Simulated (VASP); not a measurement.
Write the native input for VASP 6.6.1 that does the following.

- Task: single point
- Functional: LDA
- Potentials or basis: VASP PAW LDA potentials, release 64 (Hf_pv)
- Cutoff: 520 eV
- k mesh: 8 × 8 × 5
- Occupations: methfessel-paxton, width 0.1 eV
- Spin: no spin polarisation
- Dipole correction: no
- Further INCAR settings: ALGO = Normal; EDIFF = 1e-06; NBANDS = 17

The structure of Hf lies in POSCAR:

```
Hf
1.0
    3.1314429137      0.0000000000      0.0000000000
   -1.5657214569      2.7119087138      0.0000000000
    0.0000000000      0.0000000000      4.9545506207
Hf
2
Direct
    0.3333333333      0.6666666667      0.2500000000
    0.6666666667      0.3333333333      0.7500000000
```

The input as run:

INCAR

```
PREC     = Accurate       # precision mode
ENCUT    = 520            # plane-wave cutoff, eV
EDIFF    = 1E-6           # SCF threshold, eV
ISMEAR   = 1              # smearing method
SIGMA    = 0.1            # smearing width, eV
LREAL    = False          # projectors in reciprocal space
LASPH    = True           # aspherical terms in the spheres
NELM     = 100            # most SCF steps
ALGO     = Normal         # electronic algorithm
ISIF     = 2              # what is computed and relaxed
LWAVE    = False          # write WAVECAR
LCHARG   = False          # write CHGCAR
GGA      = CA             # functional
NBANDS   = 17             # bands
```

KPOINTS

```
regular mesh
0
Gamma
  8 8 5
```

Potentials or basis: VASP PAW LDA potentials, release 64 (Hf_pv).

Run with:

```bash
$ cat potpaw_LDA.64/Hf_pv/POTCAR > POTCAR
$ mpirun -np 1 vasp_std > vasp.out
```

It gave:

* Pressure: -0.8 GPa
* Band gap on the k mesh: zero (band 10 reaches 6.35 eV, above the bottom of band 11 at 4.92 eV)

Caveat: spin-orbit coupling is left out, which moves the levels of the heavy elements.

It took 5.9 s on 1 thread of Intel(R) Xeon(R) 6975P-C (Granite Rapids), on a shared host, peak memory 0.14 GiB.
